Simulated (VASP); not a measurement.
# Mn (Im-3m) in VASP: a series of runs, part 2 of 2

VASP 6.6.1.

## Step 3: Single point, PBE, collinear spin, ferromagnetic start (volume scaled by 0.92)

INCAR reads:

```
PREC = Accurate ; ENCUT = 520
EDIFF = 1E-6 ; ISMEAR = -1
SIGMA = 0.05 ; LREAL = False
LASPH = True ; NELM = 150
ALGO = Normal ; ISIF = 2
LWAVE = False ; LCHARG = True
ISPIN = 2 ; MAGMOM = -0.785 -0.785
LORBIT = 11 ; LMAXMIX = 4
GGA = PE ; LELF = True
LVHAR = True ; NBANDS = 24
```

KPOINTS reads:

```
Automatic mesh
0
Gamma
  13 13 13
```

POSCAR reads:

```
Mn
1.0
    2.7066727826      0.0000000000      0.0000000000
    0.0000000000      2.7066727826      0.0000000000
    0.0000000000      0.0000000000      2.7066727826
Mn
2
Direct
    0.0000000000      0.0000000000      0.0000000000
    0.5000000000      0.5000000000      0.5000000000
```

Potentials or basis: VASP PAW PBE potentials, release 64 (Mn_pv).

Launch:

```
$ cat potpaw_PBE.64/Mn_pv/POTCAR > POTCAR
$ mpirun -np 1 vasp_std > vasp.out
```

OUTCAR:

```text
PREC = Accurate
   ENCUT = 520
   EDIFF = 1E-6
   ISMEAR = -1
   LREAL = False
   LASPH = True
   NELM = 150
   ISIF = 2
   ISPIN = 2
   LORBIT = 11
   GGA = PE

 ion  position               nearest neighbor table
   1  0.000  0.000  0.000-   2 2.34   2 2.34   2 2.34   2 2.34   2 2.34   2 2.34   2 2.34   2 2.34

   2  0.500  0.500  0.500-   1 2.34   1 2.34   1 2.34   1 2.34   1 2.34   1 2.34   1 2.34   1 2.34

  LATTYP: Found a simple cubic cell.
 ALAT       =     2.7066727826

  Lattice vectors:

[... 1538 lines left out ...]
  external PRESSURE =     286.8612531 kB  Pullay stress =       0.0000000 kB

 VOLUME and BASIS-vectors are now :
 -----------------------------------------------------------------------------
  energy-cutoff  :      520.00
  volume of cell :       19.83
      direct lattice vectors                 reciprocal lattice vectors
     2.706672783  0.000000000  0.000000000     0.369457293  0.000000000  0.000000000
     0.000000000  2.706672783  0.000000000     0.000000000  0.369457293  0.000000000
     0.000000000  0.000000000  2.706672783     0.000000000  0.000000000  0.369457293

 POSITION                                       TOTAL-FORCE (eV/Angst)
 -----------------------------------------------------------------------------------
      0.00000      0.00000      0.00000        -0.000000     -0.000000     -0.000000
      1.35334      1.35334      1.35334         0.000000      0.000000      0.000000
 -----------------------------------------------------------------------------------
    total drift:                               -0.000000      0.000000     -0.000000

  FREE ENERGIE OF THE ION-ELECTRON SYSTEM (eV)
  ---------------------------------------------------
  free  energy   TOTEN  =       -17.5541290139 eV

  energy  without entropy=      -17.5226555236  energy(sigma->0) =      -17.53839227

 total charge

# of ion       s       p       d       tot
------------------------------------------
    1        0.451   6.468   5.229  12.148
    2        0.451   6.468   5.229  12.148
--------------------------------------------------
tot          0.902  12.937  10.457  24.296

 magnetization (x)

# of ion       s       p       d       tot
------------------------------------------
    1        0.002   0.004  -0.357  -0.351
    2        0.002   0.004  -0.357  -0.351
--------------------------------------------------
tot          0.004   0.009  -0.714  -0.701
```

OSZICAR:

```text
N       E                     dE             d eps       ncg     rms          rms(c)
DAV:   1     0.239893847782E+03    0.23989E+03   -0.14129E+04  8432   0.149E+03
DAV:   2    -0.108890786179E+02   -0.25078E+03   -0.23900E+03  8336   0.399E+02
DAV:   3    -0.205155323718E+02   -0.96265E+01   -0.95827E+01  8792   0.881E+01
DAV:   4    -0.205894521542E+02   -0.73920E-01   -0.73914E-01  8984   0.766E+00
DAV:   5    -0.205904899048E+02   -0.10378E-02   -0.10377E-02  8888   0.922E-01    0.211E+01
DAV:   6    -0.176251234203E+02    0.29654E+01   -0.69460E+00  8256   0.395E+01    0.245E+00
DAV:   7    -0.175764850057E+02    0.48638E-01   -0.17364E-01  8856   0.512E+00    0.167E+00
DAV:   8    -0.175600526878E+02    0.16432E-01   -0.37183E-03  8912   0.719E-01    0.915E-01
DAV:   9    -0.175540953338E+02    0.59574E-02   -0.17956E-03  8568   0.461E-01    0.111E-01
DAV:  10    -0.175541330787E+02   -0.37745E-04   -0.36216E-04  8736   0.203E-01    0.306E-02
DAV:  11    -0.175541320779E+02    0.10008E-05   -0.10120E-05  8984   0.278E-02    0.228E-02
DAV:  12    -0.175541227423E+02    0.93355E-05   -0.22158E-06  7384   0.177E-02    0.995E-03
DAV:  13    -0.175541240352E+02   -0.12929E-05   -0.19863E-07  4416   0.529E-03    0.816E-03
DAV:  14    -0.175541277652E+02   -0.37299E-05   -0.10254E-06  4704   0.102E-02    0.645E-03
DAV:  15    -0.175541297073E+02   -0.19421E-05   -0.49722E-06  8696   0.239E-02    0.218E-03
DAV:  16    -0.175541290139E+02    0.69342E-06   -0.55099E-07  4224   0.607E-03
   1 F= -.17554129E+02 E0= -.17538392E+02  d E =-.314735E-01  mag=    -0.7083
```

Wall time 36 s (1 thread of Intel Xeon Platinum 8559C (Emerald Rapids), shared host); peak memory 0.17 GiB.

What came out:

* Free energy: -17.5541 eV
* Pressure: 28.7 GPa
* Net moment: -0.71 μB per cell
* Site moments: Mn -0.35 μB
* Valence electrons inside the program's atomic spheres: Mn 12.15

Levels at points of the mesh, in eV from the Fermi level:
Spin up:
| k point | band 9 | band 10 | band 11 | band 12 | band 13 | band 14 | band 15 | band 16 |
| --- | --- | --- | --- | --- | --- | --- | --- | --- |
| (0.00, 0.00, 0.00) | -5.24 | -1.63 | -1.63 | -1.63 | 0.61 | 0.61 | 1.94 | 1.94 |
Spin down:
```csv
k point,band 10,band 11,band 12,band 13,band 14,band 15,band 16,band 17
"(0.00, 0.00, 0.00)",-1.92,-1.92,-1.92,0.16,0.16,1.60,1.60,1.60
```

## Step 4: Single point, PBE, collinear spin, ferromagnetic start

This run uses another cell than the first one: it holds 1 atom, not 2.

INCAR reads:

```
SYSTEM = Mn
PREC     = Accurate       ! precision mode
ENCUT    = 500            ! plane-wave cutoff, eV
EDIFF    = 1E-6           ! SCF threshold, eV
ISMEAR   = -1             ! smearing method
SIGMA    = 0.1            ! smearing width, eV
LREAL    = .FALSE.        ! projectors in reciprocal space
LASPH    = .TRUE.         ! aspherical terms in the spheres
NELM     = 200            ! most SCF steps
ALGO     = Normal         ! electronic algorithm
ISIF     = 2              ! what is computed and relaxed
LWAVE    = .FALSE.        ! write WAVECAR
LCHARG   = .FALSE.        ! write CHGCAR
ISPIN    = 2              ! spin polarisation
MAGMOM   = -0.839         ! initial moments
LORBIT   = 11             ! projections on sites
LMAXMIX  = 4              ! l up to which the mixer works
GGA      = PE             ! functional
NBANDS   = 16             ! bands
GGA_COMPAT= .FALSE.
```

KPOINTS reads:

```
regular mesh
0
G
  8 8 8
  0 0 0
```

POSCAR reads:

```
Mn
1.0
   -1.3975143201      1.3975143201      1.3975143201
    1.3975143201     -1.3975143201      1.3975143201
    1.3975143201      1.3975143201     -1.3975143201
Mn
1
Direct
    0.0000000000      0.0000000000      0.0000000000
```

Launch:

```
$ cat potpaw_PBE.64/Mn_pv/POTCAR > POTCAR
$ mpirun -np 1 vasp_std > vasp.out
```

Run time: 8.1 s. Hardware: 1 thread of Intel Xeon Platinum 8559C (Emerald Rapids), shared host; peak memory 0.12 GiB.

The run converged. Its results:

| Quantity | Value |
| --- | --- |
| Free energy | -8.9004 eV |
| Pressure | -0.6 GPa |
| Net moment | -0.74 μB per cell |
| Site moments | Mn -0.74 μB |
| Valence electrons inside the program's atomic spheres | Mn 11.95 |

Levels at points of the mesh, in eV from the Fermi level:
Spin up:
| k point | band 3 | band 4 | band 5 | band 6 | band 7 | band 8 | band 9 | band 10 |
| --- | --- | --- | --- | --- | --- | --- | --- | --- |
| (0.00, 0.00, 0.00) | -47.46 | -8.46 | -1.15 | -1.15 | -1.15 | 0.92 | 0.92 | 23.63 |
| (0.50, 0.00, 0.00) | -47.46 | -4.58 | -2.61 | 0.74 | 0.87 | 1.23 | 2.36 | 9.45 |
| (0.50, 0.50, 0.50) | -47.97 | -4.30 | -4.30 | 2.00 | 2.00 | 2.00 | 10.60 | 10.60 |
Spin down:
```
           k point  band 3  band 4  band 5  band 6  band 7  band 8  band 9  band 10  band 11  band 12
(0.00, 0.00, 0.00)  -48.30   -8.56   -1.76   -1.76   -1.76   -0.02   -0.02    23.68    23.68    23.68
(0.50, 0.00, 0.00)  -48.31   -5.00   -3.15    0.02    0.27    0.66    1.64     8.98    17.88    21.36
(0.50, 0.50, 0.50)  -48.80   -4.91   -4.91    1.29    1.29    1.29   10.48    10.48    10.48    16.94
```

Caveat: the k points lie up to 0.40 Å⁻¹ apart.

## Step 5: Summary

| cell | k mesh | cutoff (eV) | smearing | gap on the mesh (eV) | pressure (GPa) | moment (μB) |
| --- | --- | --- | --- | --- | --- | --- |
| a = 2.667 Å, 2 atoms | 13 × 13 × 13 | 520 | fermi-dirac 0.05 eV | none | 47.4 | 0.01 |
| a = 2.707 Å, 2 atoms | 13 × 13 × 13 | 520 | fermi-dirac 0.05 eV | none | 28.7 | 0.71 |
| a = 2.421 Å, angles 109.5°, 1 atom | 8 × 8 × 8 | 500 | fermi-dirac 0.1 eV | none | -0.6 | 0.74 |

Alike in all rows: task single point; level PBE; potentials or basis VASP PAW PBE potentials, release 64 (Mn_pv); spin collinear, ferromagnetic start.

Caveats: some runs use coarse meshes.

Absolute energies hang on the potentials; compare differences alone.
